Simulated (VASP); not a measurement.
Input of a VASP 6.6.1 run:

The input INCAR:

```
PREC = Accurate
ENCUT = 520
EDIFF = 1E-7
ISMEAR = -1
SIGMA = 0.02
LREAL = False
LASPH = True
NELM = 80
ALGO = Normal
ISIF = 2
LWAVE = False
LCHARG = False
GGA = PE
IBRION = 2
NSW = 80
EDIFFG = -0.02
```

Contents of KPOINTS:

```
regular mesh
0
Gamma
  14 14 14
```

Contents of POSCAR:

```
BN
1.0
    0.0000000000      1.8075000000      1.8255750000
    1.8075000000      0.0000000000      1.8255750000
    1.8075000000      1.8075000000      0.0000000000
B N
1 1
Direct
    0.0000000000      0.0000000000      0.0000000000
    0.2500000000      0.2500000000      0.2500000000
```

Potentials or basis: VASP PAW PBE potentials, release 64 (B, N).

Command:

```console
$ cat potpaw_PBE.64/B/POTCAR potpaw_PBE.64/N/POTCAR > POTCAR
$ mpirun -np 1 vasp_std > vasp.out
```

Q: What does it give for the band gap on the k mesh?

A: 4.36 eV, indirect (least direct gap 8.72 eV).

Stress tensor (GPa, compression positive):
```
 1.57  0.00  0.00
 0.00  1.57  0.00
 0.00  0.00 -4.58
```

Caveat: the cell differs from its parent crystal (z stretched by +1 %); the relaxation stopped at its first step, so nothing moved. A k mesh can miss the band edges.
